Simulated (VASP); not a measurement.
Set up this calculation in VASP 6.6.1, as the native input.

```
Task                   : single point
Functional             : PBE
Potentials or basis    : VASP PAW PBE potentials, release 64 (Nb_sv)
Cutoff                 : 520 eV
k mesh                 : 11 × 11 × 11
Occupations            : fermi-dirac, width 0.05 eV
Spin                   : no spin polarisation
Dipole correction      : no
Further INCAR settings : ALGO = Normal; EDIFF = 1e-07; NBANDS = 12
```

The structure of Nb lies in POSCAR:

```
Nb
1.0
    0.0000000000      2.1008049414      2.1008049414
    2.1008049414      0.0000000000      2.1008049414
    2.1008049414      2.1008049414      0.0000000000
Nb
1
Direct
    0.0000000000      0.0000000000      0.0000000000
```

These files were run (other wordings do the same):

INCAR

```
SYSTEM = Nb
PREC = Accurate
ENCUT = 520
EDIFF = 1E-7
ISMEAR = -1
SIGMA = 0.05
LREAL = .False.
LASPH = .True.
NELM = 80
ALGO = Normal
ISIF = 2
LWAVE = .False.
LCHARG = .False.
GGA = PE
NBANDS = 12
```

KPOINTS

```
regular mesh
0
Gamma
  11 11 11
  0 0 0
```

Potentials or basis: VASP PAW PBE potentials, release 64 (Nb_sv).

The run is started by

```console
$ cat potpaw_PBE.64/Nb_sv/POTCAR > POTCAR
$ mpirun -np 1 vasp_std > vasp.out
```

Results of the run:

* Pressure: 1.2 GPa

Run time: 9 s on 1 thread of AMD EPYC 9R14 (Zen 4), on a shared host, peak memory 0.11 GiB.
